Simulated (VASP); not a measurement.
# Cs (I4/mmm) in VASP: further runs

Runs on Cs. Level: LDA. Tasks: single point.

Program: VASP 6.6.1. These are calculated values, not measurements. Logs are shortened: lines on timing, memory, paths and dates and some standing lists are left out, and cuts for length are marked.

## 1. The cell of the first run

Symmetry: I4/mmm, No. 139, tetragonal system. The conventional cell has a = 5.416 Å, b = 5.416 Å, c = 8.134 Å, α = 90.00°, β = 90.00°, γ = 90.00°.

## 2. Single point, LDA (strain -0.030 along x and y, +0.030 along z)

Contents of INCAR:

```
SYSTEM = Cs
ALGO     = Normal         ! electronic algorithm
EDIFF    = 1E-6           ! SCF threshold, eV
ENCUT    = 520            ! plane-wave cutoff, eV
GGA      = CA             ! functional
ISIF     = 2              ! what is computed and relaxed
ISMEAR   = 0              ! smearing method
LASPH    = .TRUE.         ! aspherical terms in the spheres
LCHARG   = .TRUE.         ! write CHGCAR
LELF     = .TRUE.         ! ELF
LREAL    = .FALSE.        ! projectors in reciprocal space
LVHAR    = .TRUE.       
LWAVE    = .FALSE.        ! write WAVECAR
NBANDS   = 10             ! bands
NELM     = 100            ! most SCF steps
PREC     = Accurate       ! precision mode
SIGMA    = 0.15           ! smearing width, eV
```

Contents of KPOINTS:

```
k-points
0
G
  10 10 10
  0 0 0
```

Contents of POSCAR:

```
Cs
1.0
    0.0000000000      3.8298856678      4.0667858122
    3.8298856678      0.0000000000      4.0667858122
    3.8298856678      3.8298856678      0.0000000000
Cs
1
Direct
    0.0000000000      0.0000000000      0.0000000000
```

Potentials or basis: VASP PAW LDA potentials, release 64 (Cs_sv).

The run is started by

```bash
> cat potpaw_LDA.64/Cs_sv/POTCAR > POTCAR
> mpirun -np 1 vasp_std > vasp.out
```

OUTCAR:

```text
SYSTEM = Cs
   EDIFF = 1E-6
   ENCUT = 520
   GGA = CA
   ISIF = 2
   ISMEAR = 0
   LASPH = .TRUE.
   LREAL = .FALSE.
   NELM = 100
   PREC = Accurate

 ion  position               nearest neighbor table
   1  0.000  0.000  0.000-

  LATTYP: Found a body centered tetragonal cell.
 ALAT       =     5.4162762537
 C/A-ratio  =     1.5016906899

  Lattice vectors:

 A1 = (  -3.8298856678,   0.0000000000,   4.0667858122)
 A2 = (   3.8298856678,   0.0000000000,   4.0667858122)
 A3 = (   0.0000000000,   3.8298856678,  -4.0667858122)

Analysis of symmetry for initial positions (statically):
=====================================================================
 Subroutine PRICEL returns:
 Original cell was already a primitive cell.

 Routine SETGRP: Setting up the symmetry group for a
 body centered tetragonal supercell.

 Subroutine GETGRP returns: Found 16 space group operations
 (whereof 16 operations were pure point group operations)
 out of a pool of 16 trial point group operations.

The static configuration has the point symmetry D_4h.

Analysis of symmetry for dynamics (positions and initial velocities):
=====================================================================
 Subroutine PRICEL returns:
 Original cell was already a primitive cell.

 Routine SETGRP: Setting up the symmetry group for a
 body centered tetragonal supercell.

 Subroutine GETGRP returns: Found 16 space group operations
 (whereof 16 operations were pure point group operations)
 out of a pool of 16 trial point group operations.

The dynamic configuration has the point symmetry D_4h.

 Subroutine INISYM returns: Found 16 space group operations
 (whereof 16 operations are pure point group operations),
 and found     1 'primitive' translations

----------------------------------------------------------------------------------------

                                     Primitive cell

  volume of cell :     119.3034

  direct lattice vectors                    reciprocal lattice vectors
     0.000000000  3.829885668  4.066785812    -0.130552200  0.130552200  0.122947218
     3.829885668  0.000000000  4.066785812     0.130552200 -0.130552200  0.122947218
     3.829885668  3.829885668  0.000000000     0.130552200  0.130552200 -0.122947218

  length of vectors
     5.586302093  5.586302093  5.416276254     0.221819233  0.221819233  0.221819233

  position of ions in fractional coordinates (direct lattice)
     0.000000000  0.000000000  0.000000000

  ion indices of the primitive-cell ions
   primitive index   ion index
                 1           1

----------------------------------------------------------------------------------------

 KPOINTS: k-points

Automatic generation of k-mesh.
 Grid dimensions read from file:
 generate k-points for:   10   10   10

 Generating k-lattice:

  Cartesian coordinates                     Fractional coordinates (reciprocal lattice)
    -0.013055220  0.013055220  0.012294722     0.100000000 -0.000000000  0.000000000
     0.013055220 -0.013055220  0.012294722    -0.000000000  0.100000000  0.000000000
     0.013055220  0.013055220 -0.012294722     0.000000000  0.000000000  0.100000000

  Length of vectors
     0.022181923  0.022181923  0.022181923

  Shift w.r.t. Gamma in fractional coordinates (k-lattice)
     0.000000000  0.000000000  0.000000000

 Subroutine IBZKPT returns following result:
 ===========================================

 Found    102 irreducible k-points:

 Following reciprocal coordinates:
            Coordinates               Weight
  0.000000  0.000000  0.000000      1.000000
  0.100000  0.000000  0.000000      8.000000
  0.200000  0.000000  0.000000      8.000000
  0.300000 -0.000000  0.000000      8.000000
  0.400000  0.000000  0.000000      8.000000
  0.500000  0.000000  0.000000      4.000000
[... 16 lines left out ...]
  0.300000  0.300000  0.000000      2.000000
  0.400000  0.300000  0.000000      8.000000
 [... further k-points ...]
   k-points           NKPTS =    102   k-points in BZ     NKDIM =    102   number of bands    NBANDS=     10
   number of dos      NEDOS =    301   number of ions     NIONS =      1
   total plane-waves  NPLWV =  70560
   dimension x,y,z NGX =    42 NGY =   42 NGZ =   40
   dimension x,y,z NGXF=    84 NGYF=   84 NGZF=   80
   ions per type =               1
   NGX,Y,Z   is equivalent  to a cutoff of  12.50, 12.50, 12.28 a.u.
   NGXF,Y,Z  is equivalent  to a cutoff of  25.00, 25.00, 24.56 a.u.
 SYSTEM =  Cs
   PREC   = accura    normal or accurate (medium, high low for compatibility)
   ISTART =      0    job   : 0-new  1-cont  2-samecut
   ICHARG =      2    charge: 1-file 2-atom 10-const
   ISPIN  =      1    spin polarized calculation?
   LNONCOLLINEAR =      F non collinear calculations
   LSORBIT =      F    spin-orbit coupling
   LASPH  =      T    aspherical Exc in radial PAW
   ENCUT  =  520.0 eV  38.22 Ry    6.18 a.u.  10.39 10.39 10.07*2*pi/ulx,y,z
   NELM   =    100;   NELMIN=  2; NELMDL= -5     # of ELM steps
   EDIFF  = 0.1E-05   stopping-criterion for ELM
   LREAL  =      F    real-space projection
   EDIFFG = 0.1E-04   stopping-criterion for IOM
   NSW    =      0    number of steps for IOM
   IBRION =     -1    ionic relax: 0-MD 1-quasi-New 2-CG
   NFREE  =      0    steps in history (QN), initial steepest desc. (CG)
   ISIF   =      2    stress and relaxation
   ISYM   =      2    0-nonsym 1-usesym 2-fastsym
   POTIM  = 0.5000    time-step for ionic-motion
   TEBEG  =    0.0;   TEEND  =   0.0 temperature during run
   PSTRESS=    0.0 pullay stress
   NELECT =       9.0000    total number of electrons
   NUPDOWN=      -1.0000    fix difference up-down
   EMIN   =  10.00;   EMAX   =-10.00  energy-range for DOS
   EFERMI =   0.00;   METHOD = LEGACY
   ISMEAR =     0;   SIGMA  =   0.15  broadening in eV -4-tet -1-fermi 0-gaus
   EFERMI_NEDOS =   21; number of points for ismear=-14 and -15
   IALGO  =     38    algorithm
   IMIX   =      4    mixing-type and parameters
     AMIX     =   0.40;   BMIX     =  1.00
     AMIX_MAG =   1.60;   BMIX_MAG =  1.00
  volume/ion in A,a.u.               =     119.30       805.10
  Fermi-wavevector in a.u.,A,eV,Ry     =   0.691732  1.307184  6.510300  0.478494
  Thomas-Fermi vector in A             =   1.773466
   LORBIT       =      0    0 simple, 1 ext, 2 COOP (PROOUT), +10 PAW based schemes
   GGA     = CA    functional components
   LHFCALC =     F    Hartree Fock is set to
   AEXX    =    0.0000 exact exchange contribution
   IVDW    =     0    specifies the selected vdW correction
   LEPSILON=     F    determine dielectric tensor
   LRPA    =     F    only Hartree local field effects (RPA)
 non-spin polarized calculation
 Gauss-broadening in eV      SIGMA  =   0.15
  energy-cutoff  :      520.00
  volume of cell :      119.30
 maximum number of plane-waves:      3230
 NGX is ok and might be reduce to    42
   NGX = 21   NGY = 21   NGZ = 21

 number of electron       8.9999999 magnetization

 Free energy of the ion-electron system (eV)
  ---------------------------------------------------
  ext. energy  EPLUGINS =         0.00000000
  ---------------------------------------------------
  free energy    TOTEN  =        -0.96890301 eV

  energy without entropy =       -0.95375564  energy(sigma->0) =       -0.96132932

 E-fermi :   0.1873     XC(G=0):  -5.4486

 val. band max:        0.1495990484   @ k =   0.5000   0.0000   0.0000
 cond. band min:       0.1887004292   @ k =   0.5000   0.1000   0.0000
 fundamental gap:      0.0391013808
 Fermi energy:         0.1873088064

 k-point     1 :       0.0000    0.0000    0.0000
  band No.  band energies     occupation
      1     -23.6452      2.00000
      2     -10.3885      2.00000
      3     -10.3859      2.00000
      4     -10.3859      2.00000
      5      -1.4483      2.00000
      6       2.4379      0.00000
      7       2.6418      0.00000
      8       2.6418      0.00000
      9       3.3899      0.00000
     10       3.7756      0.00000

 k-point     2 :       0.1000    0.0000    0.0000
  band No.  band energies     occupation
      1     -23.6447      2.00000
      2     -10.3989      2.00000
      3     -10.3898      2.00000
      4     -10.3870      2.00000
      5      -1.3467      2.00000
      6       2.3616      0.00000
      7       2.5749      0.00000
      8       2.6925      0.00000
      9       3.3317      0.00000
     10       3.6743      0.00000

 k-point     3 :       0.2000    0.0000    0.0000
  band No.  band energies     occupation
      1     -23.6434      2.00000
      2     -10.4303      2.00000
      3     -10.3954      2.00000
      4     -10.3899      2.00000
      5      -1.0556      2.00000
      6       2.0073      0.00000
      7       2.5746      0.00000
      8       2.7781      0.00000
      9       3.3384      0.00000
     10       3.5506      0.00000

 k-point     4 :       0.3000   -0.0000    0.0000
  band No.  band energies     occupation
      1     -23.6418      2.00000
      2     -10.4686      2.00000
      3     -10.4022      2.00000
      4     -10.3935      2.00000
      5      -0.6199      2.00000
      6       1.6020      0.00000
      7       2.4751      0.00000
      8       2.7331      0.00000
      9       3.6336      0.00000
     10       3.7041      0.00000

 k-point     5 :       0.4000    0.0000    0.0000
  band No.  band energies     occupation
      1     -23.6405      2.00000
      2     -10.4990      2.00000
      3     -10.4076      2.00000
      4     -10.3964      2.00000
      5      -0.1329      1.99747
      6       1.2231      0.00000
      7       2.3578      0.00000
      8       2.6226      0.00000
      9       4.0685      0.00000
     10       4.0979      0.00000

 k-point     6 :       0.5000    0.0000    0.0000
  band No.  band energies     occupation
      1     -23.6400      2.00000
      2     -10.5104      2.00000
      3     -10.4097      2.00000
      4     -10.3975      2.00000
      5       0.1496      1.27781
      6       1.0013      0.00000
      7       2.3104      0.00000
      8       2.5754      0.00000
      9       4.2920      0.00000
     10       4.3447      0.00000
[... 183 lines left out ...]
 k-point    21 :      -0.3000    0.2000    0.0000
  band No.  band energies     occupation
      1     -23.6400      2.00000
      2     -10.4878      2.00000
      3     -10.4327      2.00000
      4     -10.3976      2.00000
      5       0.0670      1.74334
      6       1.3460      0.00000
      7       1.8222      0.00000
      8       2.8611      0.00000
      9       3.5906      0.00000
     10       4.3573      0.00000

 k-point    22 :      -0.2000    0.2000    0.0000
  band No.  band energies     occupation
      1     -23.6411      2.00000
      2     -10.4712      2.00000
      3     -10.4199      2.00000
      4     -10.3925      2.00000
      5      -0.4271      2.00000
      6       1.6048      0.00000
      7       2.0947      0.00000
      8       2.9789      0.00000
      9       3.2135      0.00000
     10       4.1517      0.00000

 k-point    23 :       0.3000    0.3000    0.0000
  band No.  band energies     occupation
      1     -23.6414      2.00000
      2     -10.4627      2.00000
      3     -10.4100      2.00000
      4     -10.4100      2.00000
      5      -0.4351      2.00000
      6       1.5879      0.00000
      7       1.9264      0.00000
      8       3.2802      0.00000
      9       3.2802      0.00000
     10       4.1535      0.00000

 k-point    24 :       0.4000    0.3000    0.0000
  band No.  band energies     occupation
      1     -23.6404      2.00000
      2     -10.4777      2.00000
      3     -10.4200      2.00000
      4     -10.4140      2.00000
      5      -0.0834      1.98928
      6       1.4616      0.00000
      7       1.6991      0.00000
      8       3.3792      0.00000
      9       3.5394      0.00000
     10       4.3227      0.00000

 [... further k-points ...]
[... 5 lines left out ...]
  --------------------------------------------------------------------------------------
  -------------------------------------------------------------------------------------
  Total       -0.2680996     -0.2680996     -0.2950827      0.0000000      0.0000000     -0.0000000
  in kB       -3.6004259     -3.6004259     -3.9627926      0.0000000      0.0000000     -0.0000000
  external PRESSURE =      -3.7212148 kB  Pullay stress =       0.0000000 kB

 VOLUME and BASIS-vectors are now :
 -----------------------------------------------------------------------------
  energy-cutoff  :      520.00
  volume of cell :      119.30
      direct lattice vectors                 reciprocal lattice vectors
     0.000000000  3.829885668  4.066785812    -0.130552200  0.130552200  0.122947218
     3.829885668  0.000000000  4.066785812     0.130552200 -0.130552200  0.122947218
     3.829885668  3.829885668  0.000000000     0.130552200  0.130552200 -0.122947218

 POSITION                                       TOTAL-FORCE (eV/Angst)
 -----------------------------------------------------------------------------------
      0.00000      0.00000      0.00000         0.000000      0.000000      0.000000
 -----------------------------------------------------------------------------------
    total drift:                               -0.000000     -0.000000      0.000000

  FREE ENERGIE OF THE ION-ELECTRON SYSTEM (eV)
  ---------------------------------------------------
  free  energy   TOTEN  =        -0.9689030056 eV

  energy  without entropy=       -0.9537556413  energy(sigma->0) =       -0.96132932
```

Run time: 53 s. Hardware: 1 thread of Intel Xeon Platinum 8488C (Sapphire Rapids), shared host; peak memory 0.27 GiB.

What came out:

```
Free energy : -0.9689 eV
Pressure    : -0.4 GPa
```

Caveat: the cell differs from its parent crystal (strain -0.030 along x and y, +0.030 along z); spin-orbit coupling is left out, which moves the levels of the heavy elements.

## 3. Single point, LDA (strain +0.000 along x and y, -0.030 along z)

Contents of INCAR:

```
SYSTEM = Cs
PREC = Accurate ; ENCUT = 520
EDIFF = 1E-6 ; ISMEAR = 0
SIGMA = 0.15 ; LREAL = .False.
LASPH = .True. ; NELM = 100
ALGO = Normal ; ISIF = 2
LWAVE = .False. ; LCHARG = .False.
GGA = CA ; NBANDS = 10
```

Contents of KPOINTS:

```
regular mesh
0
Gamma
  10 10 10
  0 0 0
```

Contents of POSCAR:

```
Cs
1.0
    0.0000000000      3.9483357400      3.8298856678
    3.9483357400      0.0000000000      3.8298856678
    3.9483357400      3.9483357400      0.0000000000
Cs
1
Direct
    0.0000000000      0.0000000000      0.0000000000
```

Potentials or basis: VASP PAW LDA potentials, release 64 (Cs_sv).

The run is started by

```bash
> cat potpaw_LDA.64/Cs_sv/POTCAR > POTCAR
> mpirun -np 1 vasp_std > vasp.out
```

It took 52 s on 1 thread of Intel Xeon Platinum 8488C (Sapphire Rapids), shared host; peak memory 0.27 GiB.

It converged, with:

- Free energy: -0.9691 eV
- Pressure: -0.4 GPa

Levels at points of the mesh, in eV from the Fermi level:
| k point | band 3 | band 4 | band 5 | band 6 | band 7 | band 8 |
| --- | --- | --- | --- | --- | --- | --- |
| (0.00, 0.00, 0.00) | -10.57 | -10.57 | -1.63 | 2.35 | 2.35 | 2.45 |
| (0.50, 0.00, 0.00) | -10.59 | -10.59 | -0.04 | 0.81 | 2.19 | 2.32 |
| (0.50, 0.50, 0.00) | -10.62 | -10.62 | 0.36 | 1.02 | 1.53 | 3.83 |
| (0.50, 0.00, 0.50) | -10.62 | -10.61 | 0.29 | 1.07 | 1.37 | 3.94 |

Caveat: the cell differs from its parent crystal (strain +0.000 along x and y, -0.030 along z); spin-orbit coupling is left out, which moves the levels of the heavy elements.
